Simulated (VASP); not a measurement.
# TaMo4 (P-43m) in VASP: a series of runs

The runs below take TaMo4 through single point, with PBE.

Everything below comes from runs of VASP 6.6.1. Logs are shortened: lines on timing, memory, paths and dates and some standing lists are left out, and cuts for length are marked.

## Step 1: The cell of the first run

It takes space group P-43m (No. 215, cubic). Conventional cell: a = 4.592 Å, b = 4.592 Å, c = 4.592 Å, α = 90.00°, β = 90.00°, γ = 90.00°. Ta (site symmetry -43m) has 4 Mo at 1.99 Å within 2.6 Å. Within 2.6 Å of Mo (site symmetry 3m) lie 1 Ta at 1.99 Å.

## Step 2: Single point, PBE

The input, INCAR:

```
SYSTEM = TaMo4
PREC = Accurate ; ENCUT = 520
EDIFF = 1E-6 ; ISMEAR = 0
SIGMA = 0.1 ; LREAL = .False.
LASPH = .True. ; NELM = 60
ALGO = Normal ; ISIF = 2
LWAVE = .False. ; LCHARG = .True.
GGA = PE ; LELF = .True.
LVHAR = .True. ; NBANDS = 42
```

The input, KPOINTS:

```
regular mesh
0
Gamma
  4 4 4
  0 0 0
```

The input, POSCAR:

```
TaMo4
1.0
    4.5922224700      0.0000000000      0.0000000000
    0.0000000000      4.5922224700      0.0000000000
    0.0000000000      0.0000000000      4.5922224700
Ta Mo
1 4
Direct
    0.0000000000      0.0000000000      0.0000000000
    0.2500000000      0.2500000000      0.2500000000
    0.7500000000      0.7500000000      0.2500000000
    0.2500000000      0.7500000000      0.7500000000
    0.7500000000      0.2500000000      0.7500000000
```

Potentials or basis: VASP PAW PBE potentials, release 64 (Ta_pv, Mo_sv).

Started as:

```bash
> cat potpaw_PBE.64/Ta_pv/POTCAR potpaw_PBE.64/Mo_sv/POTCAR > POTCAR
> mpirun -np 1 vasp_std > vasp.out
```

OUTCAR:

```text
SYSTEM = TaMo4
   PREC = Accurate
   ENCUT = 520
   EDIFF = 1E-6
   ISMEAR = 0
   LREAL = .False.
   LASPH = .True.
   NELM = 60
   ISIF = 2
   GGA = PE

 ion  position               nearest neighbor table
   1  0.000  0.000  0.000-   2 1.99   3 1.99   4 1.99   5 1.99
   2  0.250  0.250  0.250-   1 1.99   3 3.25   4 3.25   5 3.25   4 3.25   5 3.25   3 3.25   4 3.25
                             4 3.25   3 3.25   5 3.25   5 3.25   3 3.25
   3  0.750  0.750  0.250-   1 1.99   2 3.25   4 3.25   5 3.25   4 3.25   5 3.25   2 3.25   5 3.25
                             5 3.25   2 3.25   4 3.25   4 3.25   2 3.25
   4  0.250  0.750  0.750-   1 1.99   2 3.25   3 3.25   5 3.25   2 3.25   3 3.25   2 3.25   5 3.25
                             2 3.25   3 3.25   5 3.25   3 3.25   5 3.25
   5  0.750  0.250  0.750-   1 1.99   2 3.25   3 3.25   4 3.25   2 3.25   3 3.25   3 3.25   4 3.25
                             3 3.25   2 3.25   4 3.25   2 3.25   4 3.25

  LATTYP: Found a simple cubic cell.
 ALAT       =     4.5922224700

  Lattice vectors:

 A1 = (   4.5922224700,   0.0000000000,   0.0000000000)
 A2 = (   0.0000000000,   4.5922224700,   0.0000000000)
 A3 = (   0.0000000000,   0.0000000000,   4.5922224700)

Analysis of symmetry for initial positions (statically):
=====================================================================
 Subroutine PRICEL returns:
 Original cell was already a primitive cell.

 Routine SETGRP: Setting up the symmetry group for a
 simple cubic supercell.

 Subroutine GETGRP returns: Found 24 space group operations
 (whereof 24 operations were pure point group operations)
 out of a pool of 48 trial point group operations.

The static configuration has the point symmetry T_d .

Analysis of symmetry for dynamics (positions and initial velocities):
=====================================================================
 Subroutine PRICEL returns:
 Original cell was already a primitive cell.

 Routine SETGRP: Setting up the symmetry group for a
 simple cubic supercell.

 Subroutine GETGRP returns: Found 24 space group operations
 (whereof 24 operations were pure point group operations)
 out of a pool of 48 trial point group operations.

The dynamic configuration has the point symmetry T_d .

 Subroutine INISYM returns: Found 24 space group operations
 (whereof 24 operations are pure point group operations),
 and found     1 'primitive' translations

----------------------------------------------------------------------------------------

                                     Primitive cell

  volume of cell :      96.8431

  direct lattice vectors                    reciprocal lattice vectors
     4.592222470  0.000000000  0.000000000     0.217759485  0.000000000  0.000000000
     0.000000000  4.592222470  0.000000000     0.000000000  0.217759485  0.000000000
     0.000000000  0.000000000  4.592222470     0.000000000  0.000000000  0.217759485

  length of vectors
     4.592222470  4.592222470  4.592222470     0.217759485  0.217759485  0.217759485

  position of ions in fractional coordinates (direct lattice)
     0.000000000  0.000000000  0.000000000
     0.250000000  0.250000000  0.250000000
     0.750000000  0.750000000  0.250000000
     0.250000000  0.750000000  0.750000000
     0.750000000  0.250000000  0.750000000

  ion indices of the primitive-cell ions
   primitive index   ion index
                 1           1
                 2           2
                 3           3
                 4           4
                 5           5

----------------------------------------------------------------------------------------

 KPOINTS: regular mesh

Automatic generation of k-mesh.
 Grid dimensions read from file:
 generate k-points for:    4    4    4

 Generating k-lattice:

  Cartesian coordinates                     Fractional coordinates (reciprocal lattice)
     0.054439871  0.000000000  0.000000000     0.250000000  0.000000000  0.000000000
     0.000000000  0.054439871  0.000000000     0.000000000  0.250000000  0.000000000
     0.000000000  0.000000000  0.054439871     0.000000000  0.000000000  0.250000000

  Length of vectors
     0.054439871  0.054439871  0.054439871

  Shift w.r.t. Gamma in fractional coordinates (k-lattice)
     0.000000000  0.000000000  0.000000000

 Subroutine IBZKPT returns following result:
 ===========================================

 Found     10 irreducible k-points:

 Following reciprocal coordinates:
            Coordinates               Weight
  0.000000  0.000000  0.000000      1.000000
  0.250000  0.000000  0.000000      6.000000
  0.500000  0.000000  0.000000      3.000000
  0.250000  0.250000  0.000000     12.000000
  0.500000  0.250000  0.000000     12.000000
  0.500000  0.500000  0.000000      3.000000
  0.250000  0.250000  0.250000      8.000000
  0.500000  0.250000  0.250000     12.000000
  0.500000  0.500000  0.250000      6.000000
  0.500000  0.500000  0.500000      1.000000
   k-points           NKPTS =     10   k-points in BZ     NKDIM =     10   number of bands    NBANDS=     42
   number of dos      NEDOS =    301   number of ions     NIONS =      5
   total plane-waves  NPLWV =  46656
   dimension x,y,z NGX =    36 NGY =   36 NGZ =   36
   dimension x,y,z NGXF=    72 NGYF=   72 NGZF=   72
   ions per type =               1   4
   NGX,Y,Z   is equivalent  to a cutoff of  13.03, 13.03, 13.03 a.u.
   NGXF,Y,Z  is equivalent  to a cutoff of  26.07, 26.07, 26.07 a.u.
 SYSTEM =  TaMo4
   PREC   = accura    normal or accurate (medium, high low for compatibility)
   ISTART =      0    job   : 0-new  1-cont  2-samecut
   ICHARG =      2    charge: 1-file 2-atom 10-const
   ISPIN  =      1    spin polarized calculation?
   LNONCOLLINEAR =      F non collinear calculations
   LSORBIT =      F    spin-orbit coupling
   LASPH  =      T    aspherical Exc in radial PAW
   ENCUT  =  520.0 eV  38.22 Ry    6.18 a.u.   8.54  8.54  8.54*2*pi/ulx,y,z
   NELM   =     60;   NELMIN=  2; NELMDL= -5     # of ELM steps
   EDIFF  = 0.1E-05   stopping-criterion for ELM
   LREAL  =      F    real-space projection
   EDIFFG = 0.1E-04   stopping-criterion for IOM
   NSW    =      0    number of steps for IOM
   IBRION =     -1    ionic relax: 0-MD 1-quasi-New 2-CG
   NFREE  =      0    steps in history (QN), initial steepest desc. (CG)
   ISIF   =      2    stress and relaxation
   ISYM   =      2    0-nonsym 1-usesym 2-fastsym
   POTIM  = 0.5000    time-step for ionic-motion
   TEBEG  =    0.0;   TEEND  =   0.0 temperature during run
   PSTRESS=    0.0 pullay stress
   NELECT =      67.0000    total number of electrons
   NUPDOWN=      -1.0000    fix difference up-down
   EMIN   =  10.00;   EMAX   =-10.00  energy-range for DOS
   EFERMI =   0.00;   METHOD = LEGACY
   ISMEAR =     0;   SIGMA  =   0.10  broadening in eV -4-tet -1-fermi 0-gaus
   EFERMI_NEDOS =   21; number of points for ismear=-14 and -15
   IALGO  =     38    algorithm
   IMIX   =      4    mixing-type and parameters
     AMIX     =   0.40;   BMIX     =  1.00
     AMIX_MAG =   1.60;   BMIX_MAG =  1.00
  volume/ion in A,a.u.               =      19.37       130.71
  Fermi-wavevector in a.u.,A,eV,Ry     =   1.447916  2.736165 28.524099  2.096462
  Thomas-Fermi vector in A             =   2.565817
   LORBIT       =      0    0 simple, 1 ext, 2 COOP (PROOUT), +10 PAW based schemes
   GGA     = PE    functional components
   LHFCALC =     F    Hartree Fock is set to
   AEXX    =    0.0000 exact exchange contribution
   IVDW    =     0    specifies the selected vdW correction
   LEPSILON=     F    determine dielectric tensor
   LRPA    =     F    only Hartree local field effects (RPA)
 non-spin polarized calculation
 Gauss-broadening in eV      SIGMA  =   0.10
  energy-cutoff  :      520.00
  volume of cell :       96.84
 maximum number of plane-waves:      2624
 NGX is ok and might be reduce to    36
   NGX = 17   NGY = 17   NGZ = 17

 number of electron      66.9999998 magnetization

 Free energy of the ion-electron system (eV)
  ---------------------------------------------------
  ext. energy  EPLUGINS =         0.00000000
  ---------------------------------------------------
  free energy    TOTEN  =       -34.58265493 eV

  energy without entropy =      -34.56966761  energy(sigma->0) =      -34.57616127

 E-fermi :   8.2415     XC(G=0): -11.8883

 val. band max:        8.2310077974   @ k =   0.0000   0.0000   0.0000
 cond. band min:       8.3440707143   @ k =   0.2500   0.2500   0.0000
 fundamental gap:      0.1130629168
 Fermi energy:         8.2414984195

 k-point     1 :       0.0000    0.0000    0.0000
  band No.  band energies     occupation
      1     -52.8317      2.00000
      2     -52.8317      2.00000
      3     -52.8317      2.00000
      4     -52.7667      2.00000
      5     -29.8274      2.00000
      6     -29.8274      2.00000
[... 34 lines left out ...]
     41      10.5399      0.00000
     42      10.5399      0.00000

 k-point     2 :       0.2500    0.0000    0.0000
  band No.  band energies     occupation
      1     -52.8452      2.00000
      2     -52.8317      2.00000
      3     -52.8317      2.00000
      4     -52.7531      2.00000
      5     -29.8511      2.00000
      6     -29.8272      2.00000
[... 34 lines left out ...]
     41      10.1604      0.00000
     42      11.9407      0.00000

 k-point     3 :       0.5000    0.0000    0.0000
  band No.  band energies     occupation
      1     -52.8555      2.00000
      2     -52.8317      2.00000
      3     -52.8317      2.00000
      4     -52.7427      2.00000
      5     -29.8741      2.00000
      6     -29.8269      2.00000
[... 34 lines left out ...]
     41       9.8912      0.00000
     42      12.7195      0.00000

 k-point     4 :       0.2500    0.2500    0.0000
  band No.  band energies     occupation
      1     -52.8467      2.00000
      2     -52.8380      2.00000
      3     -52.8330      2.00000
      4     -52.7439      2.00000
      5     -29.8663      2.00000
      6     -29.8270      2.00000
[... 34 lines left out ...]
     41      10.4581      0.00000
     42      11.2921      0.00000

 k-point     5 :       0.5000    0.2500    0.0000
  band No.  band energies     occupation
      1     -52.8520      2.00000
      2     -52.8383      2.00000
      3     -52.8351      2.00000
      4     -52.7361      2.00000
      5     -29.8811      2.00000
      6     -29.8266      2.00000
[... 34 lines left out ...]
     41       9.7488      0.00000
     42      12.0021      0.00000

 k-point     6 :       0.5000    0.5000    0.0000
  band No.  band energies     occupation
      1     -52.8442      2.00000
      2     -52.8442      2.00000
      3     -52.8428      2.00000
      4     -52.7302      2.00000
      5     -29.8881      2.00000
      6     -29.8261      2.00000
[... 34 lines left out ...]
     41      10.2273      0.00000
     42      10.8218      0.00000

 k-point     7 :       0.2500    0.2500    0.2500
  band No.  band energies     occupation
      1     -52.8476      2.00000
      2     -52.8379      2.00000
      3     -52.8379      2.00000
      4     -52.7380      2.00000
      5     -29.8661      2.00000
      6     -29.8303      2.00000
[... 34 lines left out ...]
     41      11.2842      0.00000
     42      11.3670      0.00000

 k-point     8 :       0.5000    0.2500    0.2500
  band No.  band energies     occupation
      1     -52.8496      2.00000
      2     -52.8412      2.00000
      3     -52.8379      2.00000
      4     -52.7328      2.00000
      5     -29.8704      2.00000
      6     -29.8339      2.00000
[... 34 lines left out ...]
     41       9.9149      0.00000
     42      11.5142      0.00000

 k-point     9 :       0.5000    0.5000    0.2500
  band No.  band energies     occupation
      1     -52.8441      2.00000
      2     -52.8441      2.00000
      3     -52.8434      2.00000
      4     -52.7296      2.00000
      5     -29.8650      2.00000
      6     -29.8336      2.00000
[... 34 lines left out ...]
     41      10.0572      0.00000
     42      10.0572      0.00000

 k-point    10 :       0.5000    0.5000    0.5000
  band No.  band energies     occupation
      1     -52.8441      2.00000
      2     -52.8441      2.00000
      3     -52.8441      2.00000
      4     -52.7291      2.00000
      5     -29.8411      2.00000
      6     -29.8411      2.00000
[... 34 lines left out ...]
     41       9.4830      0.00000
     42      10.2531      0.00000

------------------------ aborting loop because EDIFF is reached ----------------------------------------

  FORCE on cell =-STRESS in cart. coord.  units (eV):
  Direction    XX          YY          ZZ          XY          YZ          ZX
  --------------------------------------------------------------------------------------
  -------------------------------------------------------------------------------------
  Total       24.9459855     24.9459855     24.9459855      0.0000000      0.0000000      0.0000000
  in kB      412.7076228    412.7076228    412.7076228      0.0000000      0.0000000      0.0000000
  external PRESSURE =     412.7076228 kB  Pullay stress =       0.0000000 kB

 VOLUME and BASIS-vectors are now :
 -----------------------------------------------------------------------------
  energy-cutoff  :      520.00
  volume of cell :       96.84
      direct lattice vectors                 reciprocal lattice vectors
     4.592222470  0.000000000  0.000000000     0.217759485  0.000000000  0.000000000
     0.000000000  4.592222470  0.000000000     0.000000000  0.217759485  0.000000000
     0.000000000  0.000000000  4.592222470     0.000000000  0.000000000  0.217759485

 POSITION                                       TOTAL-FORCE (eV/Angst)
 -----------------------------------------------------------------------------------
      0.00000      0.00000      0.00000        -0.000000     -0.000000     -0.000000
      1.14806      1.14806      1.14806         9.094464      9.094464      9.094464
      3.44417      3.44417      1.14806        -9.094464     -9.094464      9.094464
      1.14806      3.44417      3.44417         9.094464     -9.094464     -9.094464
      3.44417      1.14806      3.44417        -9.094464      9.094464     -9.094464
 -----------------------------------------------------------------------------------
    total drift:                                0.000000      0.000000     -0.000000

  FREE ENERGIE OF THE ION-ELECTRON SYSTEM (eV)
  ---------------------------------------------------
  free  energy   TOTEN  =       -34.5826549343 eV

  energy  without entropy=      -34.5696676133  energy(sigma->0) =      -34.57616127
```

Run time: 18 s. Hardware: 1 thread of Intel Xeon 6975P-C (Granite Rapids), shared host; peak memory 0.2 GiB.

Results:

* Free energy: -34.5827 eV
* Pressure: 41.3 GPa

Caveat: spin-orbit coupling is left out, which moves the levels of the heavy elements.

## Step 3: Single point, PBE

This run uses another cell than the first one, of 19.83 Å³/atom, 1.024 times its volume.

The input, INCAR:

```
SYSTEM = TaMo4
PREC = Accurate ; ENCUT = 520
EDIFF = 1E-7 ; ISMEAR = 0
SIGMA = 0.1 ; LREAL = .False.
LASPH = .True. ; NELM = 80
ALGO = Fast ; ISIF = 2
LWAVE = .False. ; LCHARG = .False.
GGA = PE ; NBANDS = 42
```

The input, KPOINTS:

```
regular mesh
0
Gamma
  8 8 8
  0 0 0
```

The input, POSCAR:

```
TaMo4
1.0
    4.6283452114      0.0000000000      0.0000000000
    0.0000000000      4.6283452114      0.0000000000
    0.0000000000      0.0000000000      4.6283452114
Ta Mo
1 4
Direct
    0.0000000000      0.0000000000      0.0000000000
    0.3093759566      0.3093759566      0.3093759566
    0.6906240434      0.6906240434      0.3093759566
    0.3093759566      0.6906240434      0.6906240434
    0.6906240434      0.3093759566      0.6906240434
```

Potentials or basis: VASP PAW PBE potentials, release 64 (Ta_pv, Mo_sv).

Started as:

```bash
> cat potpaw_PBE.64/Ta_pv/POTCAR potpaw_PBE.64/Mo_sv/POTCAR > POTCAR
> mpirun -np 1 vasp_std > vasp.out
```

It took 65 s on 1 thread of Intel Xeon 6975P-C (Granite Rapids), shared host; peak memory 0.27 GiB.

Results (log left out):

```yaml
Free_energy: -48.0619 eV
Pressure: 0.4 GPa
Largest_force: 0.037 eV/Å
```

Forces in eV/Å, atoms in the order of the input:
```
Ta   0.000  0.000  0.000
Mo  -0.022 -0.022 -0.022
Mo   0.022  0.022 -0.022
Mo  -0.022  0.022  0.022
Mo   0.022 -0.022  0.022
```

Levels at points of the mesh, in eV from the Fermi level:
```tsv
k point	band 30	band 31	band 32	band 33	band 34	band 35	band 36	band 37	band 38	band 39
(0.00, 0.00, 0.00)	-0.96	-0.96	-0.22	-0.22	-0.22	2.18	2.18	2.18	2.61	2.61
(0.50, 0.00, 0.00)	-1.05	-1.05	-0.11	-0.11	0.03	0.14	1.23	1.43	1.43	1.87
(0.50, 0.50, 0.00)	-1.58	-1.34	-0.69	-0.64	-0.20	-0.20	1.13	1.13	1.49	1.91
(0.50, 0.50, 0.50)	-0.99	-0.99	0.11	0.11	0.11	0.20	0.20	0.20	0.56	1.57
```

Caveat: spin-orbit coupling is left out, which moves the levels of the heavy elements.

## Step 4: Single point, PBE

The input, INCAR:

```
SYSTEM = TaMo4
PREC = Accurate ; ENCUT = 500
EDIFF = 1E-6 ; ISMEAR = 0
SIGMA = 0.1 ; LREAL = .False.
LASPH = .True. ; NELM = 120
ALGO = Normal ; ISIF = 2
LWAVE = .False. ; LCHARG = .True.
GGA = PE ; LELF = .True.
LVHAR = .True. ; NBANDS = 42
GGA_COMPAT = .False.
```

The input, KPOINTS:

```
regular mesh
0
Gamma
  4 4 4
  0 0 0
```

The input, POSCAR:

```
TaMo4
1.0
    4.5922224700      0.0000000000      0.0000000000
    0.0000000000      4.5922224700      0.0000000000
    0.0000000000      0.0000000000      4.5922224700
Ta Mo
1 4
Direct
    0.0000000000      0.0000000000      0.0000000000
    0.2500000000      0.2500000000      0.2500000000
    0.7500000000      0.7500000000      0.2500000000
    0.2500000000      0.7500000000      0.7500000000
    0.7500000000      0.2500000000      0.7500000000
```

Potentials or basis: VASP PAW PBE potentials, release 64 (Ta_sv_GW, Mo_sv).

Started as:

```bash
> cat potpaw_PBE.64/Ta_sv_GW/POTCAR potpaw_PBE.64/Mo_sv/POTCAR > POTCAR
> mpirun -np 1 vasp_std > vasp.out
```

It took 64 s on 1 thread of AMD EPYC 7R43 (Zen 3), shared host; peak memory 0.18 GiB.

Results (log left out):

| Property | Result |
| --- | --- |
| Free energy | -37.2804 eV |
| Pressure | 39.8 GPa |

Levels at points of the mesh, in eV from the Fermi level:
```
           k point  band 33  band 34  band 35  band 36  band 37  band 38
(0.00, 0.00, 0.00)    -0.02    -0.02    -0.02     1.12     1.12     1.12
(0.50, 0.00, 0.00)    -0.68    -0.26     0.17     0.17     0.21     0.82
(0.50, 0.50, 0.00)    -0.91    -0.58    -0.46    -0.35     0.57     0.76
(0.50, 0.50, 0.50)    -0.31    -0.31    -0.31     0.57     1.18     1.18
```

Caveat: spin-orbit coupling is left out, which moves the levels of the heavy elements.

## Step 5: The runs side by side

| potentials or basis | cell | k mesh | cutoff (eV) | second run | gap on the mesh (eV) | pressure (GPa) |
| --- | --- | --- | --- | --- | --- | --- |
| VASP PAW PBE potentials, release 64 (Ta_pv, Mo_sv) | a = 4.592 Å, 5 atoms | 4 × 4 × 4 | 520 | - | none | 41.3 |
| VASP PAW PBE potentials, release 64 (Ta_pv, Mo_sv) | a = 4.628 Å, 5 atoms | 8 × 8 × 8 | 520 | - | none | 0.4 |
| VASP PAW PBE potentials, release 64 (Ta_sv_GW, Mo_sv) | a = 4.592 Å, 5 atoms | 4 × 4 × 4 | 500 | valence_matched | none | 39.8 |

Alike in all rows: task single point; level PBE; no spin polarisation; smearing gaussian 0.1 eV.

Caveats: spin-orbit coupling is left out, which moves the levels of the heavy elements.

Absolute energies hang on the potentials; compare differences alone.
